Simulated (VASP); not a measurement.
Runs of VASP 6.6.1 on TeP2. The structure is that of space group P-6m2 (No. 187), or close to it. The cells are those of the table. 

| task | cell | k mesh | cutoff (eV) | gap on the mesh (eV) | pressure (GPa) | largest force (eV/Å) |
| --- | --- | --- | --- | --- | --- | --- |
| relaxation of cell and atoms | relaxed from a = 3.393, b = 3.393, c = 5.349 Å, angles 90.0, 90.0, 120.0°, 3 atoms | 6 × 6 × 4 | 600 | none | 0.2 | 0.03 |
| single point | a = 3.993, b = 3.993, c = 5.499 Å, angles 90.0, 90.0, 120.0°, 3 atoms | 6 × 6 × 4 | 520 | none | -0.1 | 0.04 |
| single point | a = 4.173, b = 4.173, c = 5.242 Å, angles 90.0, 90.0, 120.0°, 3 atoms | 12 × 12 × 8 | 520 | none | -0.1 | 0.05 |
| single point | a = 4.171, b = 4.171, c = 5.251 Å, angles 90.0, 90.0, 120.0°, 3 atoms | 12 × 12 × 10 | 520 | none | (a) | 0.05 |
| single point | a = 3.393, b = 3.393, c = 5.349 Å, angles 90.0, 90.0, 120.0°, 3 atoms | 6 × 6 × 4 | 520 | none | 38.7 | 5.24 |

Alike in all rows: level PBE; potentials or basis VASP PAW PBE potentials, release 64 (Te, P); no spin polarisation; smearing gaussian 0.1 eV.

**Question.** Estimate the missing entries.

**Answer.** (a) -0.2.

Caveats: spin-orbit coupling is left out, which moves the levels of the heavy elements; forces of over 1 eV/Å act on the atoms, so gaps and moduli don't describe the material at rest (some runs).

A k mesh can miss the band edges, and the runs leave out spin-orbit coupling on Te.

A gap of «none» marks levels without a gap at the run's occupations.
